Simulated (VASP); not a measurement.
MoS2:

```
CELL_PARAMETERS angstrom
1.60636 0.92743 6.19547
-1.60636 0.92743 6.19547
0.00000 -1.85487 6.19547
ATOMIC_POSITIONS crystal
Mo 0.00000 0.00000 0.00000
S 0.25000 0.25000 0.25000
S 0.75000 0.75000 0.75000
```

Base run:

- Program: VASP 6.6.1
- Functional: LDA
- Potentials or basis: VASP PAW LDA potentials, release 64 (Mo_sv, S)
- Cutoff: 520 eV
- k mesh: 10 × 10 × 10
- Occupations: fermi-dirac, width 0.05 eV
- Spin: no spin polarisation

Its results: band gap on the k mesh zero (bands 13 and 14 overlap by 0.62 eV); pressure -5.3 GPa; largest force 0.058 eV/Å.

Problem. The run is repeated on the same cell with these changes: functional from LDA to PBE; potentials or basis from VASP PAW LDA potentials, release 64 (Mo_sv, S) to VASP PAW PBE potentials, release 64 (Mo_sv, S). What comes out?

Solution. Band gap on the k mesh zero (bands 13 and 14 overlap by 0.68 eV); pressure 1.8 GPa; largest force 0.325 eV/Å.

Caveats: the cell stands under tension (at least some runs).
